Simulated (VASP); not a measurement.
The system is Zr2Ti.

```
Zr Ti
1.0
     0.00000    3.61981    3.61981
     3.61981    0.00000    3.61981
     3.61981    3.61981    0.00000
Zr Ti
4 2
Direct
  0.62500 0.62500 0.62500
  0.12500 0.62500 0.62500
  0.62500 0.62500 0.12500
  0.62500 0.12500 0.62500
  0.00000 0.00000 0.00000
  0.25000 0.25000 0.25000
```

- Program: VASP 6.6.1
- Task: relaxation of cell and atoms
- Functional: PBE
- Potentials or basis: VASP PAW PBE potentials, release 64 (Zr_sv, Ti_sv)
- Cutoff: 500 eV
- k mesh: 4 × 4 × 4
- Occupations: gaussian, width 0.1 eV
- Spin: no spin polarisation

At the start: pressure 50.9 GPa; volume 15.81 Å³/atom.

Q: Where does the relaxation end?

A: Over 4 steps the energy falls by 773.7 meV/atom and the volume is 22.10 Å³/atom (+39.8 %); space group Fd-3m (No. 227, to 0.1 Å) before and after.

Step by step:
| step | energy change (eV) | largest force (eV/Å) | pressure (GPa) | volume (Å³) |
| --- | --- | --- | --- | --- |
| 1 | 0.0000 | 0.0000 | 50.91 | 94.86 |
| 2 | -1.6001 | 0.0000 | -15.13 | 181.90 |
| 3 | -4.6371 | 0.0000 | -1.04 | 133.80 |
| 4 | -4.6422 | 0.0000 | -0.28 | 132.59 |

Final structure:
```
Zr Ti
1.0
     0.00000    4.04721    4.04721
     4.04721    0.00000    4.04721
     4.04721    4.04721    0.00000
Zr Ti
4 2
Direct
  0.62500 0.62500 0.62500
  0.12500 0.62500 0.62500
  0.62500 0.62500 0.12500
  0.62500 0.12500 0.62500
  0.00000 0.00000 0.00000
  0.25000 0.25000 0.25000
```

Caveat: the k points lie up to 0.34 Å⁻¹ apart in the final cell; the volume moved by over 15 % at a fixed basis, so the end points are rough.
